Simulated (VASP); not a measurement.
# TiO2 (C2/c) in VASP: further runs, part 2 of 2

VASP 6.6.1. Earlier steps stand in the parts before.

**3. Single point, LDA (strain -0.0150 x Voigt [0, 0, 1, 0, 0, 0])**

Input file INCAR:

```
SYSTEM = TiO2
PREC     = Accurate       ! precision mode
ENCUT    = 520            ! plane-wave cutoff, eV
EDIFF    = 1E-7           ! SCF threshold, eV
ISMEAR   = 0              ! smearing method
SIGMA    = 0.05           ! smearing width, eV
LREAL    = .False.        ! projectors in reciprocal space
LASPH    = .True.         ! aspherical terms in the spheres
NELM     = 100            ! most SCF steps
ALGO     = Normal         ! electronic algorithm
ISIF     = 2              ! what is computed and relaxed
LWAVE    = .False.        ! write WAVECAR
LCHARG   = .False.        ! write CHGCAR
GGA      = CA             ! functional
NBANDS   = 33             ! bands
```

Input file KPOINTS:

```
regular mesh
0
Gamma
  8 8 6
  0 0 0
```

Input file POSCAR:

```
TiO2
1.0
    2.6439701434     -2.6439844221     -0.0191661317
    2.6439701434      2.6439844221     -0.0191661317
   -2.6076207123      0.0000000000      4.6763766897
Ti O
2 4
Direct
    0.1250838811      0.8749161189      0.2500000000
    0.8749161189      0.1250838811      0.7500000000
    0.3329229847      0.0831208130      0.6659429413
    0.6670770153      0.9168791870      0.3340570587
    0.9168791870      0.6670770153      0.8340570587
    0.0831208130      0.3329229847      0.1659429413
```

Potentials or basis: VASP PAW LDA potentials, release 64 (Ti_sv, O).

Command:

```console
$ cat potpaw_LDA.64/Ti_sv/POTCAR potpaw_LDA.64/O/POTCAR > POTCAR
$ mpirun -np 1 vasp_std > vasp.out
```

OUTCAR:

```text
SYSTEM = TiO2
   PREC = Accurate
   ENCUT = 520
   EDIFF = 1E-7
   ISMEAR = 0
   LREAL = .False.
   LASPH = .True.
   NELM = 100
   ISIF = 2
   GGA = CA

 ion  position               nearest neighbor table
   1  0.125  0.875  0.250-   4 1.91   6 1.91   4 1.91   6 1.91   3 1.94   5 1.94
   2  0.875  0.125  0.750-   3 1.91   5 1.91   5 1.91   3 1.91   6 1.94   4 1.94
   3  0.333  0.083  0.666-   2 1.91   2 1.91   1 1.94
   4  0.667  0.917  0.334-   1 1.91   1 1.91   2 1.94
   5  0.917  0.667  0.834-   2 1.91   2 1.91   1 1.94
   6  0.083  0.333  0.166-   1 1.91   1 1.91   2 1.94

  LATTYP: Found a base centered monoclinic cell.
 ALAT       =     5.2880792202
 B/A-ratio  =     0.9999791274
 C/A-ratio  =     1.0125165821
 COS(beta)  =    -0.4933354854

  Lattice vectors:

 A1 = (   2.6439701434,  -2.6439844221,  -0.0191661317)
 A2 = (   2.6439701434,   2.6439844221,  -0.0191661317)
 A3 = (  -2.6076207123,   0.0000000000,   4.6763766897)

Analysis of symmetry for initial positions (statically):
=====================================================================
 Subroutine PRICEL returns:
 Original cell was already a primitive cell.

 Routine SETGRP: Setting up the symmetry group for a
 base centered monoclinic supercell.

 Subroutine GETGRP returns: Found  4 space group operations
 (whereof  2 operations were pure point group operations)
 out of a pool of  4 trial point group operations.

The static configuration has the point symmetry S_2 .
 The point group associated with its full space group is C_2h.

Analysis of symmetry for dynamics (positions and initial velocities):
=====================================================================
 Subroutine PRICEL returns:
 Original cell was already a primitive cell.

 Routine SETGRP: Setting up the symmetry group for a
 base centered monoclinic supercell.

 Subroutine GETGRP returns: Found  4 space group operations
 (whereof  2 operations were pure point group operations)
 out of a pool of  4 trial point group operations.

The dynamic configuration has the point symmetry S_2 .
 The point group associated with its full space group is C_2h.

 Subroutine INISYM returns: Found  4 space group operations
 (whereof  2 operations are pure point group operations),
 and found     1 'primitive' translations

----------------------------------------------------------------------------------------

                                     Primitive cell

  volume of cell :      65.1172

  direct lattice vectors                    reciprocal lattice vectors
     2.643970143 -2.643984422 -0.019166132     0.189877061 -0.189108527  0.105878416
     2.643970143  2.643984422 -0.019166132     0.189877061  0.189108527  0.105878416
    -2.607620712  0.000000000  4.676376690     0.001556422  0.000000000  0.214708657

  length of vectors
     3.739197652  3.739197652  5.354267898     0.288141584  0.288141584  0.214714298

  position of ions in fractional coordinates (direct lattice)
     0.125083881  0.874916119  0.250000000
     0.874916119  0.125083881  0.750000000
     0.332922985  0.083120813  0.665942941
     0.667077015  0.916879187  0.334057059
     0.916879187  0.667077015  0.834057059
     0.083120813  0.332922985  0.165942941

  ion indices of the primitive-cell ions
   primitive index   ion index
                 1           1
                 2           2
[... 28 lines left out ...]

 Found    114 irreducible k-points:

 Following reciprocal coordinates:
            Coordinates               Weight
  0.000000  0.000000  0.000000      1.000000
  0.125000 -0.000000 -0.000000      4.000000
  0.250000 -0.000000 -0.000000      4.000000
  0.375000 -0.000000 -0.000000      4.000000
  0.500000 -0.000000 -0.000000      2.000000
  0.125000  0.125000 -0.000000      2.000000
[... 16 lines left out ...]
  0.125000 -0.000000  0.166667      4.000000
  0.250000  0.000000  0.166667      4.000000
 [... further k-points ...]
   k-points           NKPTS =    114   k-points in BZ     NKDIM =    114   number of bands    NBANDS=     33
   number of dos      NEDOS =    301   number of ions     NIONS =      6
   total plane-waves  NPLWV =  31360
   dimension x,y,z NGX =    28 NGY =   28 NGZ =   40
   dimension x,y,z NGXF=    56 NGYF=   56 NGZF=   80
   ions per type =               2   4
   NGX,Y,Z   is equivalent  to a cutoff of  12.45, 12.45, 12.42 a.u.
   NGXF,Y,Z  is equivalent  to a cutoff of  24.90, 24.90, 24.84 a.u.
 SYSTEM =  TiO2
   PREC   = accura    normal or accurate (medium, high low for compatibility)
   ISTART =      0    job   : 0-new  1-cont  2-samecut
   ICHARG =      2    charge: 1-file 2-atom 10-const
   ISPIN  =      1    spin polarized calculation?
   LNONCOLLINEAR =      F non collinear calculations
   LSORBIT =      F    spin-orbit coupling
   LASPH  =      T    aspherical Exc in radial PAW
   ENCUT  =  520.0 eV  38.22 Ry    6.18 a.u.   6.95  6.95  9.96*2*pi/ulx,y,z
   NELM   =    100;   NELMIN=  2; NELMDL= -5     # of ELM steps
   EDIFF  = 0.1E-06   stopping-criterion for ELM
   LREAL  =      F    real-space projection
   EDIFFG = 0.1E-05   stopping-criterion for IOM
   NSW    =      0    number of steps for IOM
   IBRION =     -1    ionic relax: 0-MD 1-quasi-New 2-CG
   NFREE  =      0    steps in history (QN), initial steepest desc. (CG)
   ISIF   =      2    stress and relaxation
   ISYM   =      2    0-nonsym 1-usesym 2-fastsym
   POTIM  = 0.5000    time-step for ionic-motion
   TEBEG  =    0.0;   TEEND  =   0.0 temperature during run
   PSTRESS=    0.0 pullay stress
   NELECT =      48.0000    total number of electrons
   NUPDOWN=      -1.0000    fix difference up-down
   EMIN   =  10.00;   EMAX   =-10.00  energy-range for DOS
   EFERMI =   0.00;   METHOD = LEGACY
   ISMEAR =     0;   SIGMA  =   0.05  broadening in eV -4-tet -1-fermi 0-gaus
   EFERMI_NEDOS =   21; number of points for ismear=-14 and -15
   IALGO  =     38    algorithm
   IMIX   =      4    mixing-type and parameters
     AMIX     =   0.40;   BMIX     =  1.00
     AMIX_MAG =   1.60;   BMIX_MAG =  1.00
  volume/ion in A,a.u.               =      10.85        73.24
  Fermi-wavevector in a.u.,A,eV,Ry     =   1.478847  2.794616 29.755790  2.186989
  Thomas-Fermi vector in A             =   2.593078
   LORBIT       =      0    0 simple, 1 ext, 2 COOP (PROOUT), +10 PAW based schemes
   GGA     = CA    functional components
   LHFCALC =     F    Hartree Fock is set to
   AEXX    =    0.0000 exact exchange contribution
   IVDW    =     0    specifies the selected vdW correction
   LEPSILON=     F    determine dielectric tensor
   LRPA    =     F    only Hartree local field effects (RPA)
 non-spin polarized calculation
 Gauss-broadening in eV      SIGMA  =   0.05
  energy-cutoff  :      520.00
  volume of cell :       65.12
 maximum number of plane-waves:      1774
   NGX = 13   NGY = 13   NGZ = 19

 number of electron      47.9999997 magnetization

 Free energy of the ion-electron system (eV)
  ---------------------------------------------------
  ext. energy  EPLUGINS =         0.00000000
  ---------------------------------------------------
  free energy    TOTEN  =       -58.80395478 eV

  energy without entropy =      -58.80395478  energy(sigma->0) =      -58.80395478

 E-fermi :   3.7243     XC(G=0): -11.5719

 val. band max:        3.4560008900   @ k =   0.5000   0.5000  -0.0000
 cond. band min:       5.5760858734   @ k =   0.0000   0.0000   0.0000
 fundamental gap:      2.1200849835
 Fermi energy:         3.7242595255

 k-point     1 :       0.0000    0.0000    0.0000
  band No.  band energies     occupation
      1     -51.9778      2.00000
      2     -51.8946      2.00000
      3     -28.9489      2.00000
      4     -28.6354      2.00000
      5     -28.6354      2.00000
      6     -28.5420      2.00000
[... 853 lines left out ...]
     32       9.8188      0.00000
     33      10.0025      0.00000

 [... further k-points ...]
[... 5 lines left out ...]
  --------------------------------------------------------------------------------------
  -------------------------------------------------------------------------------------
  Total        1.4765010      1.4771436      3.4369157      0.0000000      0.0000000      0.0013223
  in kB       36.3285826     36.3443922     84.5636230      0.0000000      0.0000000      0.0325343
  external PRESSURE =      52.4121992 kB  Pullay stress =       0.0000000 kB

 VOLUME and BASIS-vectors are now :
 -----------------------------------------------------------------------------
  energy-cutoff  :      520.00
  volume of cell :       65.12
      direct lattice vectors                 reciprocal lattice vectors
     2.643970143 -2.643984422 -0.019166132     0.189877061 -0.189108527  0.105878416
     2.643970143  2.643984422 -0.019166132     0.189877061  0.189108527  0.105878416
    -2.607620712  0.000000000  4.676376690     0.001556422  0.000000000  0.214708657

 POSITION                                       TOTAL-FORCE (eV/Angst)
 -----------------------------------------------------------------------------------
      1.99206      1.98254      1.14993        -0.000000     -0.001359     -0.000000
      0.68825     -1.98254      3.48812         0.000000      0.001359      0.000000
     -0.63652     -0.66047      3.10623         0.001724      0.001065      0.366338
      3.31684      0.66047      1.53182        -0.001724     -0.001065     -0.366338
      2.01303     -0.66047      3.87001        -0.001724      0.001065     -0.366338
      0.66729      0.66047      0.76804         0.001724     -0.001065      0.366338
 -----------------------------------------------------------------------------------
    total drift:                                0.000000     -0.000000     -0.000000

  FREE ENERGIE OF THE ION-ELECTRON SYSTEM (eV)
  ---------------------------------------------------
  free  energy   TOTEN  =       -58.8039547839 eV

  energy  without entropy=      -58.8039547839  energy(sigma->0) =      -58.80395478
```

Run time: 2.7 min. Hardware: 1 thread of AMD EPYC 7R13 (Zen 3), shared host; peak memory 0.26 GiB.

Results:

```
Free energy            : -58.8040 eV
Pressure               : 5.2 GPa
Largest force          : 0.366 eV/Å
Band gap on the k mesh : 2.12 eV, indirect (least direct gap 2.43 eV)
```

Forces in eV/Å, atoms in the order of the input:
```
Ti   0.000 -0.001  0.000
Ti   0.000  0.001  0.000
O    0.002  0.001  0.366
O   -0.002 -0.001 -0.366
O   -0.002  0.001 -0.366
O    0.002 -0.001  0.366
```

Levels at points of the mesh, in eV from the valence-band top:
```tsv
k point	band 22	band 23	band 24	band 25	band 26	band 27
(0.00, 0.00, 0.00)	-0.65	-0.48	-0.48	2.12	2.99	4.22
(0.50, 0.00, 0.00)	-1.01	-0.71	-0.57	3.36	3.73	3.78
(0.50, 0.50, 0.00)	-2.12	0.00	0.00	3.54	3.54	4.07
(0.00, 0.00, 0.50)	-1.22	-0.05	-0.05	2.54	2.54	3.99
(0.50, 0.00, 0.50)	-1.01	-0.71	-0.57	3.36	3.73	3.78
(0.50, 0.50, 0.50)	-2.12	0.00	0.00	3.54	3.54	4.07
```

Caveat: the cell differs from its parent crystal (strain -0.0150 x Voigt [0, 0, 1, 0, 0, 0]). A k mesh can miss the band edges.
